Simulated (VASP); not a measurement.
## Al2H: single point with PBE

The system is Al2H.

```
Al H
1.0
    -2.80288    2.80528    2.43772
     2.80550   -2.80598    2.44117
     5.58680    5.58981    0.00245
Al H
8 4
Cartesian
  3.9949 0.9335 2.8379
  3.9846 6.5337 2.8581
  -1.2028 3.7473 2.8432
  4.3958 3.7367 2.8487
  1.7222 -0.6582 2.8577
  1.7114 4.9428 2.8347
  1.0742 2.1479 2.8404
  6.6708 2.1366 2.8566
  0.1277 -0.3047 0.4343
  2.9223 2.4898 2.8263
  -0.1209 -0.2778 2.8633
  2.6695 2.5175 0.3844
```

- Program: VASP 6.6.1
- Task: single point
- Functional: PBE
- Potentials or basis: VASP PAW PBE potentials, release 64 (Al, H)
- Cutoff: 520 eV
- k mesh: 6 × 6 × 4
- Occupations: gaussian, width 0.2 eV
- Spin: no spin polarisation
- Dipole correction: no
- Further INCAR settings: ALGO = Normal; EDIFF = 1e-06; NBANDS = 26

```yaml
Pressure: 0.0 GPa
Largest_force: 0.009 eV/Å
Band_gap_on_the_k_mesh: zero (band 14 reaches 7.56 eV, above the bottom of band 15 at 5.97 eV)
```

Forces on the atoms (eV/Å):
```
Al   0.001  0.001 -0.002
Al   0.001  0.001  0.001
Al  -0.004 -0.001  0.001
Al  -0.007  0.000  0.003
Al   0.007  0.006 -0.002
Al   0.005  0.005  0.002
Al  -0.007 -0.004  0.001
Al  -0.003 -0.003 -0.003
H    0.000  0.000 -0.009
H    0.002  0.001  0.000
H    0.000 -0.002  0.002
H    0.005 -0.003  0.005
```

Levels at points of the mesh, in eV from the Fermi level:
```tsv
k point	band 12	band 13	band 14	band 15	band 16	band 17
(0.00, 0.00, 0.00)	-1.06	-0.85	-0.72	-0.13	-0.03	0.14
(0.50, 0.00, 0.00)	-1.79	-0.71	-0.70	0.74	0.74	2.51
(0.00, 0.50, 0.00)	-1.78	-0.71	-0.70	0.74	0.74	2.52
(0.50, 0.50, 0.00)	-1.69	-1.02	0.48	0.70	0.90	1.09
(0.00, 0.00, 0.50)	-1.77	-1.22	-1.22	-0.67	-0.67	1.37
(0.50, 0.00, 0.50)	-2.86	-0.08	0.57	0.60	0.68	3.07
(0.00, 0.50, 0.50)	-2.85	-0.07	0.57	0.61	0.70	3.09
(0.50, 0.50, 0.50)	-3.18	-0.80	-0.79	0.66	0.66	3.55
```

Wall time 3.7 min on 1 thread of Intel Xeon 6975P-C, with other jobs on the host, peak memory 0.4 GiB.
